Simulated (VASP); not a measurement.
A run of VASP 6.6.1 is set up as follows.

Contents of INCAR:

```
ALGO = Normal
EDIFF = 1E-8
ENCUT = 520
GGA = PE
GGA_COMPAT = False
ISIF = 2
ISMEAR = -1
ISPIN = 2
KPAR = 4
LASPH = True
LCHARG = False
LEFG = True
LMAXMIX = 4
LORBIT = 11
LREAL = False
LWAVE = False
MAGMOM = 0 1 4 0 0 0 0 0 0 0 0 0 0 0 0
NBANDS = 64
NELM = 200
PREC = Accurate
SIGMA = 0.02
```

KPOINTS

```
k-points
0
Gamma
  5 5 4
```

Contents of POSCAR:

```
MgVFeP2O8F2
1.0
    5.2157105377      0.0000000000      0.0000000000
   -0.6523413150      5.3759057865      0.0000000000
   -2.0959764692     -2.8438796852      6.5644126239
Mg V Fe P O F
1 1 1 2 8 2
Direct
    0.0843561400      0.4369606700      0.8318519100
    0.0015271100      0.0067566200      0.0120188700
    0.4855611200      0.4984880800      0.4887761900
    0.4419115600      0.1177741700      0.7627979400
    0.5667528900      0.8795781300      0.2403996400
    0.2954309200      0.1761151300      0.9254877900
    0.3529876000      0.8178607100      0.6239675000
    0.3390693400      0.3150489800      0.6620219800
    0.2530722300      0.7823572300      0.0946889200
    0.7642522300      0.2082849700      0.8649732000
    0.6303099000      0.6835349400      0.3439234000
    0.6289916100      0.1716828100      0.3976240100
    0.7267595900      0.8516840900      0.0921463800
    0.1320183800      0.3298355900      0.2705493500
    0.8594993600      0.6615378800      0.7369879100
```

Potentials or basis: VASP PAW PBE potentials, release 64 (Mg, V_sv, Fe, P, O, F).

The run is started by

```bash
$ cat potpaw_PBE.64/Mg/POTCAR potpaw_PBE.64/V_sv/POTCAR potpaw_PBE.64/Fe/POTCAR potpaw_PBE.64/P/POTCAR potpaw_PBE.64/O/POTCAR potpaw_PBE.64/F/POTCAR > POTCAR
$ mpirun -np 4 vasp_std > vasp.out
```

(1) Estimate the band gap on the k mesh.

(2) Estimate the pressure.

## Answers

(1) 0.14 eV.

(2) -1.0 GPa.

Caveat: without QUAD_EFG the Cq values of the log hold for a quadrupole moment of 1 mb, not for the nuclei; an odd mesh through Γ misses points on the zone boundary, where band edges can lie; a cell with one magnetic atom can't hold antiferromagnetic order, which such compounds often take; forces of over 1 eV/Å act on the atoms, so gaps and moduli don't describe the material at rest.
